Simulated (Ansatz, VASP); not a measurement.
One calculation of TiO2, two programs

File INCAR:

```
ALGO = Normal
EDIFF = 1E-6
ENCUT = 520
GGA = PE
ISIF = 2
ISMEAR = 0
LASPH = T
LCHARG = F
LDAU = T
LDAUJ = 0 0
LDAUL = 2 -1
LDAUPRINT = 1
LDAUTYPE = 2
LDAUU = 4 0
LMAXMIX = 4
LREAL = F
LWAVE = F
NBANDS = 33
NELM = 150
PREC = Accurate
SIGMA = 0.05
```

Contents of KPOINTS:

```
k-points
0
Gamma
  6 6 6
```

File POSCAR:

```
TiO2
1.0
    2.7418066933     -2.7418828846     -0.0204594682
    2.7418066933      2.7418828846     -0.0204594682
   -2.7046110895      0.0000000000      4.9872511229
Ti O
2 4
Direct
    0.1250069486      0.8749930514      0.2500000000
    0.8749930514      0.1250069486      0.7500000000
    0.3363578248      0.0863811001      0.6727253715
    0.6636421752      0.9136188999      0.3272746285
    0.9136188999      0.6636421752      0.8272746285
    0.0863811001      0.3363578248      0.1727253715
```

Input for Ansatz:

```yaml
crystal:
  lattice:
    - [2.7418066933, -2.7418828846, -0.0204594682]
    - [2.7418066933, 2.7418828846, -0.0204594682]
    - [-2.7046110895, 0.0, 4.9872511229]
  atoms:
    - { symbol: Ti, position: [0.1250069486, 0.8749930514, 0.25] }
    - { symbol: Ti, position: [0.8749930514, 0.1250069486, 0.75] }
    - { symbol: O, position: [0.3363578248, 0.0863811001, 0.6727253715] }
    - { symbol: O, position: [0.6636421752, 0.9136188999, 0.3272746285] }
    - { symbol: O, position: [0.9136188999, 0.6636421752, 0.8272746285] }
    - { symbol: O, position: [0.0863811001, 0.3363578248, 0.1727253715] }
basis:
  ecutwfc: 520.0
kpoints:
  mp_grid: { grid: [6, 6, 6] }
hamiltonian:
  xc: pbe
  pseudopotentials: { kind: paw, azcp: { folder: soft_1 } }
  hubbard: { sites: [{ species: Ti, l: d, u_eff: 4.0 }] }
scf:
  occupations: { method: gaussian, width: 0.05 }
output:
  forces: true
  stress: true
  eigenvalues: true
```

Alike in both runs: task single point; functional PBE; k mesh 6 × 6 × 6; occupations gaussian, width 0.05 eV; no spin polarisation; Hubbard terms Ti d U = 4.0 eV.

```csv
,VASP,Ansatz
version,VASP 6.6.1,Ansatz 0.2.0
potentials or method,"VASP PAW PBE potentials, release 64 (Ti_sv, O), cutoff 520 eV","scalar-relativistic, plane waves, PAW"
valence electrons in the cell,48,48
```

Ansatz gave:

- gap on the k mesh at the Fermi level (eV): 2.27
- least direct gap on the mesh (eV): 2.69
- pressure (GPa): -10.5
- traceless stress, the component that is largest in VASP (GPa): -4.11
- rms of the force components (eV/Å): 0.422

Task: What did VASP give for the same quantities?

Result: gap on the k mesh at the Fermi level (eV): 2.33; least direct gap on the mesh (eV): 2.76; pressure (GPa): -7.1; traceless stress, the component that is largest in VASP (GPa): -5.24; rms of the force components (eV/Å): 0.372.

The programs project onto different local orbitals, so the same U acts differently, and such runs can settle in different states. Atom by atom the forces differ by 0.049 eV/Å (rms over components).
